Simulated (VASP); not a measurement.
# SiC (F-43m) in VASP: further runs

SiC is run at these levels: PBEsol; tasks: relaxation of cell and atoms.

Everything below comes from runs of VASP 6.6.1. Logs are shortened: lines on timing, memory, paths and dates and some standing lists are left out, and cuts for length are marked.

### 1 The cell of the first run

Symmetry: F-43m, No. 216, cubic system. Conventional cell: a = 4.357 Å, b = 4.357 Å, c = 4.357 Å, α = 90.00°, β = 90.00°, γ = 90.00°. Si (site symmetry -43m) has 4 C at 1.89 Å within 2.5 Å. C (site symmetry -43m) has 4 Si at 1.89 Å within 2.5 Å.

### 2 Relaxation of cell and atoms, PBEsol, target pressure 7 GPa, at which the enthalpy is minimised

Input file INCAR:

```
SYSTEM = SiC
ALGO = Normal ; EDIFF = 1E-6
EDIFFG = -0.002 ; ENCUT = 600
GGA = PS ; IBRION = 2
ISIF = 3 ; ISMEAR = 0
LASPH = .True. ; LCHARG = .False.
LREAL = .False. ; LWAVE = .False.
NELM = 100 ; NSW = 100
PREC = Accurate ; PSTRESS = 70.0
SIGMA = 0.01
```

Input file KPOINTS:

```
k-points
0
Gamma
  10 10 10
  0 0 0
```

Input file POSCAR:

```
SiC
1.0
    2.1784146558      2.1784146558      0.0000000000
   -2.1784146558      2.1784146558      0.0000000000
    0.0000000000      2.1784146558      2.1784146558
Si C
1 1
Direct
    0.0000000000      0.0000000000      0.0000000000
    0.7500000000      0.2500000000      0.5000000000
```

Potentials or basis: VASP PAW PBE potentials, release 64 (Si, C).

Run with:

```bash
cat potpaw_PBE.64/Si/POTCAR potpaw_PBE.64/C/POTCAR > POTCAR
mpirun -np 1 vasp_std > vasp.out
```

OUTCAR:

```text
SYSTEM = SiC
   EDIFF = 1E-6
   EDIFFG = -0.002
   ENCUT = 600
   GGA = PS
   IBRION = 2
   ISIF = 3
   ISMEAR = 0
   LASPH = .True.
   LREAL = .False.
   NELM = 100
   NSW = 100
   PREC = Accurate
   PSTRESS = 70.0

 ion  position               nearest neighbor table
   1  0.000  0.000  0.000-   2 1.89   2 1.89   2 1.89   2 1.89
   2  0.750  0.250  0.500-   1 1.89   1 1.89   1 1.89   1 1.89

  LATTYP: Found a face centered cubic cell.
 ALAT       =     4.3568293116

  Lattice vectors:

 A1 = (   0.0000000000,   2.1784146558,   2.1784146558)
 A2 = (   2.1784146558,   0.0000000000,   2.1784146558)
 A3 = (   2.1784146558,   2.1784146558,   0.0000000000)

Analysis of symmetry for initial positions (statically):
=====================================================================
 Subroutine PRICEL returns:
 Original cell was already a primitive cell.

 Routine SETGRP: Setting up the symmetry group for a
 face centered cubic supercell.

 Subroutine GETGRP returns: Found 24 space group operations
 (whereof 24 operations were pure point group operations)
 out of a pool of 48 trial point group operations.

The static configuration has the point symmetry T_d .

Analysis of symmetry for dynamics (positions and initial velocities):
=====================================================================
 Subroutine PRICEL returns:
 Original cell was already a primitive cell.

 Routine SETGRP: Setting up the symmetry group for a
 face centered cubic supercell.

 Subroutine GETGRP returns: Found 24 space group operations
 (whereof 24 operations were pure point group operations)
 out of a pool of 48 trial point group operations.

The dynamic configuration has the point symmetry T_d .

 Subroutine INISYM returns: Found 24 space group operations
 (whereof 24 operations are pure point group operations),
 and found     1 'primitive' translations

----------------------------------------------------------------------------------------

                                     Primitive cell

  volume of cell :      20.6753

  direct lattice vectors                    reciprocal lattice vectors
     2.178414656  2.178414656  0.000000000     0.229524714  0.229524714 -0.229524714
    -2.178414656  2.178414656  0.000000000    -0.229524714  0.229524714 -0.229524714
     0.000000000  2.178414656  2.178414656     0.000000000  0.000000000  0.459049427

  length of vectors
     3.080743551  3.080743551  3.080743551     0.397548466  0.397548466  0.459049427

  position of ions in fractional coordinates (direct lattice)
     0.000000000  0.000000000  0.000000000
     0.750000000  0.250000000  0.500000000

  ion indices of the primitive-cell ions
   primitive index   ion index
                 1           1
                 2           2

----------------------------------------------------------------------------------------

 KPOINTS: k-points

Automatic generation of k-mesh.
 Grid dimensions read from file:
 generate k-points for:   10   10   10

 Generating k-lattice:

  Cartesian coordinates                     Fractional coordinates (reciprocal lattice)
     0.022952471  0.022952471 -0.022952471     0.100000000  0.000000000  0.000000000
    -0.022952471  0.022952471 -0.022952471     0.000000000  0.100000000  0.000000000
     0.000000000  0.000000000  0.045904943     0.000000000  0.000000000  0.100000000

  Length of vectors
     0.039754847  0.039754847  0.045904943

  Shift w.r.t. Gamma in fractional coordinates (k-lattice)
     0.000000000  0.000000000  0.000000000

 Subroutine IBZKPT returns following result:
 ===========================================

 Found     47 irreducible k-points:

 Following reciprocal coordinates:
            Coordinates               Weight
  0.000000  0.000000  0.000000      1.000000
  0.100000  0.000000  0.000000      8.000000
  0.200000  0.000000  0.000000      8.000000
  0.300000  0.000000  0.000000      8.000000
  0.400000  0.000000  0.000000      8.000000
  0.500000  0.000000  0.000000      4.000000
[... 16 lines left out ...]
  0.300000  0.300000  0.000000     12.000000
  0.400000  0.300000  0.000000     24.000000
 [... further k-points ...]
   k-points           NKPTS =     47   k-points in BZ     NKDIM =     47   number of bands    NBANDS=      8
   number of dos      NEDOS =    301   number of ions     NIONS =      2
   total plane-waves  NPLWV =  21952
   dimension x,y,z NGX =    28 NGY =   28 NGZ =   28
   dimension x,y,z NGXF=    56 NGYF=   56 NGZF=   56
   ions per type =               1   1
   NGX,Y,Z   is equivalent  to a cutoff of  15.11, 15.11, 15.11 a.u.
   NGXF,Y,Z  is equivalent  to a cutoff of  30.22, 30.22, 30.22 a.u.
 SYSTEM =  SiC
   PREC   = accura    normal or accurate (medium, high low for compatibility)
   ISTART =      0    job   : 0-new  1-cont  2-samecut
   ICHARG =      2    charge: 1-file 2-atom 10-const
   ISPIN  =      1    spin polarized calculation?
   LNONCOLLINEAR =      F non collinear calculations
   LSORBIT =      F    spin-orbit coupling
   LASPH  =      T    aspherical Exc in radial PAW
   ENCUT  =  600.0 eV  44.10 Ry    6.64 a.u.   6.15  6.15  6.15*2*pi/ulx,y,z
   NELM   =    100;   NELMIN=  2; NELMDL= -5     # of ELM steps
   EDIFF  = 0.1E-05   stopping-criterion for ELM
   LREAL  =      F    real-space projection
   EDIFFG = -.2E-02   stopping-criterion for IOM
   NSW    =    100    number of steps for IOM
   IBRION =      2    ionic relax: 0-MD 1-quasi-New 2-CG
   NFREE  =      1    steps in history (QN), initial steepest desc. (CG)
   ISIF   =      3    stress and relaxation
   ISYM   =      2    0-nonsym 1-usesym 2-fastsym
   POTIM  = 0.5000    time-step for ionic-motion
   TEBEG  =    0.0;   TEEND  =   0.0 temperature during run
   PSTRESS=   70.0 pullay stress
   NELECT =       8.0000    total number of electrons
   NUPDOWN=      -1.0000    fix difference up-down
   EMIN   =  10.00;   EMAX   =-10.00  energy-range for DOS
   EFERMI =   0.00;   METHOD = LEGACY
   ISMEAR =     0;   SIGMA  =   0.01  broadening in eV -4-tet -1-fermi 0-gaus
   EFERMI_NEDOS =   21; number of points for ismear=-14 and -15
   IALGO  =     38    algorithm
   IMIX   =      4    mixing-type and parameters
     AMIX     =   0.40;   BMIX     =  1.00
     AMIX_MAG =   1.60;   BMIX_MAG =  1.00
  volume/ion in A,a.u.               =      10.34        69.76
  Fermi-wavevector in a.u.,A,eV,Ry     =   1.192946  2.254342 19.362739  1.423121
  Thomas-Fermi vector in A             =   2.328973
   LORBIT       =      0    0 simple, 1 ext, 2 COOP (PROOUT), +10 PAW based schemes
   GGA     = PS    functional components
   LHFCALC =     F    Hartree Fock is set to
   AEXX    =    0.0000 exact exchange contribution
   IVDW    =     0    specifies the selected vdW correction
   LEPSILON=     F    determine dielectric tensor
   LRPA    =     F    only Hartree local field effects (RPA)
 conjugate gradient relaxation of ions
 non-spin polarized calculation
 Gauss-broadening in eV      SIGMA  =   0.01
  energy-cutoff  :      600.00
  volume of cell :       20.68
 maximum number of plane-waves:       701
 NGX is ok and might be reduce to    28
   NGX = 13   NGY = 13   NGZ = 13

--------------------------------------- Ionic step        1  -------------------------------------------

 number of electron       8.0000000 magnetization

 Free energy of the ion-electron system (eV)
  ---------------------------------------------------
  ext. energy  EPLUGINS =         0.00000000
  ---------------------------------------------------
  free energy    TOTEN  =       -15.91608805 eV

  energy without entropy =      -15.91608805  energy(sigma->0) =      -15.91608805

------------------------ aborting loop because EDIFF is reached ----------------------------------------

  FORCE on cell =-STRESS in cart. coord.  units (eV):
  Direction    XX          YY          ZZ          XY          YZ          ZX
  --------------------------------------------------------------------------------------
  -------------------------------------------------------------------------------------
  Total        0.0288507      0.0288507      0.0288507     -0.0000000      0.0000000     -0.0000000
  in kB        2.2357113      2.2357113      2.2357113     -0.0000000      0.0000000     -0.0000000
  external PRESSURE =     -67.7642887 kB  Pullay stress =      70.0000000 kB

 VOLUME and BASIS-vectors are now :
 -----------------------------------------------------------------------------
  energy-cutoff  :      600.00
  volume of cell :       20.68
      direct lattice vectors                 reciprocal lattice vectors
     2.178414656  2.178414656  0.000000000     0.229524714  0.229524714 -0.229524714
    -2.178414656  2.178414656  0.000000000    -0.229524714  0.229524714 -0.229524714
     0.000000000  2.178414656  2.178414656     0.000000000  0.000000000  0.459049427
[... 160 lines left out ...]
  FREE ENERGIE OF THE ION-ELECTRON SYSTEM (eV)
  ---------------------------------------------------
  free  energy   TOTEN  =       -15.9034184055 eV

  energy  without entropy=      -15.9034184055  energy(sigma->0) =      -15.90341841

  enthalpy is  TOTEN    =       -15.0255590587 eV   P V=        0.8778593468

--------------------------------------- Ionic step        6  -------------------------------------------

 number of electron       8.0000000 magnetization

 Free energy of the ion-electron system (eV)
  ---------------------------------------------------
  ext. energy  EPLUGINS =         0.00000000
  ---------------------------------------------------
  free energy    TOTEN  =       -15.90312127 eV

  energy without entropy =      -15.90312127  energy(sigma->0) =      -15.90312127

 E-fermi :   8.4963     XC(G=0): -11.6332

 val. band max:        8.3934376006   @ k =   0.0000   0.0000   0.0000
 cond. band min:       9.5998982630   @ k =   0.5000   0.5000   0.0000
 fundamental gap:      1.2064606623
 Fermi energy:         8.4962682897

 k-point     1 :       0.0000    0.0000    0.0000
  band No.  band energies     occupation
      1      -7.2666      2.00000
      2       8.3934      2.00000
      3       8.3934      2.00000
      4       8.3934      2.00000
      5      14.9268      0.00000
      6      15.8443      0.00000
      7      15.8443      0.00000
      8      15.8443      0.00000

 k-point     2 :       0.1000    0.0000    0.0000
  band No.  band energies     occupation
      1      -7.0658      2.00000
      2       7.3742      2.00000
      3       8.2579      2.00000
      4       8.2579      2.00000
      5      15.1293      0.00000
      6      16.0929      0.00000
      7      16.0929      0.00000
      8      16.1707      0.00000
[... 221 lines left out ...]
 k-point    23 :       0.3000    0.3000    0.0000
  band No.  band energies     occupation
      1      -3.0497      2.00000
      2       1.5527      2.00000
      3       2.9672      2.00000
      4       6.5708      2.00000
      5      12.8138      0.00000
      6      17.9269      0.00000
      7      18.5191      0.00000
      8      19.4711      0.00000

 k-point    24 :       0.4000    0.3000    0.0000
  band No.  band energies     occupation
      1      -2.3731      2.00000
      2       0.9128      2.00000
      3       2.9986      2.00000
      4       6.0312      2.00000
      5      11.9429      0.00000
      6      17.2098      0.00000
      7      19.4296      0.00000
      8      20.0777      0.00000

 [... further k-points ...]

------------------------ aborting loop because EDIFF is reached ----------------------------------------

  FORCE on cell =-STRESS in cart. coord.  units (eV):
  Direction    XX          YY          ZZ          XY          YZ          ZX
  --------------------------------------------------------------------------------------
  -------------------------------------------------------------------------------------
  Total        0.8752189      0.8752189      0.8752189     -0.0000000     -0.0000000     -0.0000000
  in kB       69.8132272     69.8132272     69.8132272     -0.0000000     -0.0000000     -0.0000000
  external PRESSURE =      -0.1867728 kB  Pullay stress =      70.0000000 kB

 VOLUME and BASIS-vectors are now :
 -----------------------------------------------------------------------------
  energy-cutoff  :      600.00
  volume of cell :       20.09
      direct lattice vectors                 reciprocal lattice vectors
     2.157511799  2.157511799 -0.000000000     0.231748443  0.231748443 -0.231748443
    -2.157511799  2.157511799 -0.000000000    -0.231748443  0.231748443 -0.231748443
    -0.000000000  2.157511799  2.157511799     0.000000000  0.000000000  0.463496886

 POSITION                                       TOTAL-FORCE (eV/Angst)
 -----------------------------------------------------------------------------------
     -0.00000      0.00000      0.00000         0.000000     -0.000000     -0.000000
      1.07876      3.23627      1.07876        -0.000000      0.000000      0.000000
 -----------------------------------------------------------------------------------
    total drift:                               -0.000000      0.000000     -0.000000

  FREE ENERGIE OF THE ION-ELECTRON SYSTEM (eV)
  ---------------------------------------------------
  free  energy   TOTEN  =       -15.9031212729 eV

  energy  without entropy=      -15.9031212729  energy(sigma->0) =      -15.90312127

  enthalpy is  TOTEN    =       -15.0255609246 eV   P V=        0.8775603482

 reached required accuracy - stopping structural energy minimisation
```

It took 38 s on 1 thread of Intel Xeon Platinum 8259CL at 2.50GHz (Skylake/Cascade Lake), shared host; peak memory 0.16 GiB.

What came out:

```yaml
Free_energy: -15.9031 eV
Relaxed_volume: 10.04 Å³/atom
Relaxed_cell: a = 3.051 Å, b = 3.051 Å, c = 3.051 Å, α = 60.00°, β = 60.00°, γ = 90.00°
Space_group_after_relaxing_to_0.1_Å: F-43m (No. 216)
Energy_change_on_relaxing_the_run_minimises_the_enthalpy: +6.5 meV/atom
Ionic_steps: 6
Pressure_after_relaxing: 7.0 GPa
Band_gap_on_the_k_mesh: 1.21 eV (least direct gap 4.47 eV)
```

The path:
```csv
step,energy change (eV),largest force (eV/Å),pressure (GPa),volume (Å³)
1,0.0000,0.0000,0.22,20.68
2,0.0626,0.0000,16.27,19.39
3,0.0128,0.0000,6.96,20.09
4,0.0133,0.0000,7.09,20.08
5,0.0127,0.0000,6.92,20.09
6,0.0130,0.0000,6.98,20.09
```

Final structure:
```
CELL_PARAMETERS angstrom
2.15751 2.15751 0.00000
-2.15751 2.15751 0.00000
0.00000 2.15751 2.15751
ATOMIC_POSITIONS crystal
Si 0.00000 0.00000 0.00000
C 0.75000 0.25000 0.50000
```

Caveat: the cell is relaxed towards a set pressure, so the run minimises the enthalpy, not the energy; the PAW data sets were made with another functional, which shifts forces and pressure a little.

### 3 Relaxation of cell and atoms, PBEsol, target pressure 10 GPa, at which the enthalpy is minimised

Input file INCAR:

```
SYSTEM = SiC
  PREC = Accurate
  ENCUT = 600
  EDIFF = 1E-7
  ISMEAR = 0
  SIGMA = 0.01
  LREAL = .False.
  LASPH = .True.
  NELM = 100
  ALGO = Normal
  ISIF = 3
  LWAVE = .False.
  LCHARG = .False.
  GGA = PS
  IBRION = 2
  NSW = 100
  EDIFFG = -0.002
  PSTRESS = 100.0
```

Input file KPOINTS:

```
regular mesh
0
Gamma
  10 10 10
  0 0 0
```

POSCAR is that of step 2.

Potentials or basis: VASP PAW PBE potentials, release 64 (Si, C).

Run with:

```bash
cat potpaw_PBE.64/Si/POTCAR potpaw_PBE.64/C/POTCAR > POTCAR
mpirun -np 1 vasp_std > vasp.out
```

Run time: 60 s. Hardware: 1 thread of Intel Xeon Platinum 8259CL at 2.50GHz (Skylake/Cascade Lake), shared host; peak memory 0.16 GiB.

The run converged. Its results:

- Free energy: -15.8906 eV
- Relaxed volume: 9.92 Å³/atom
- Relaxed cell: a = 3.039 Å, b = 3.039 Å, c = 3.039 Å, α = 60.00°, β = 60.00°, γ = 90.00°
- Space group after relaxing (to 0.1 Å): F-43m (No. 216)
- Energy change on relaxing (the run minimises the enthalpy): +12.8 meV/atom
- Ionic steps: 6
- Pressure after relaxing: 10.0 GPa
- Band gap on the k mesh: 1.20 eV (least direct gap 4.49 eV)

The path:
| step | energy change (eV) | largest force (eV/Å) | pressure (GPa) | volume (Å³) |
| --- | --- | --- | --- | --- |
| 1 | 0.0000 | 0.0000 | 0.22 | 20.68 |
| 2 | 0.1328 | 0.0000 | 24.80 | 18.84 |
| 3 | 0.0249 | 0.0000 | 9.88 | 19.86 |
| 4 | 0.0259 | 0.0000 | 10.09 | 19.84 |
| 5 | 0.0250 | 0.0000 | 9.91 | 19.86 |
| 6 | 0.0255 | 0.0000 | 10.00 | 19.85 |

Final structure:
```
CELL_PARAMETERS angstrom
2.14900 2.14900 0.00000
-2.14900 2.14900 0.00000
0.00000 2.14900 2.14900
ATOMIC_POSITIONS crystal
Si 0.00000 0.00000 0.00000
C 0.75000 0.25000 0.50000
```

Levels at points of the mesh, in eV from the valence-band top:
| k point | band 1 | band 2 | band 3 | band 4 | band 5 | band 6 | band 7 | band 8 |
| --- | --- | --- | --- | --- | --- | --- | --- | --- |
| (0.00, 0.00, 0.00) | -15.75 | 0.00 | 0.00 | 0.00 | 6.67 | 7.54 | 7.54 | 7.54 |
| (0.50, 0.00, 0.00) | -11.99 | -8.83 | -1.06 | -1.06 | 5.75 | 7.31 | 7.31 | 10.14 |
| (0.50, 0.50, 0.00) | -10.49 | -7.97 | -3.29 | -3.29 | 1.20 | 4.35 | 14.44 | 14.44 |

Caveat: the cell is relaxed towards a set pressure, so the run minimises the enthalpy, not the energy; the PAW data sets were made with another functional, which shifts forces and pressure a little. A k mesh can miss the band edges.
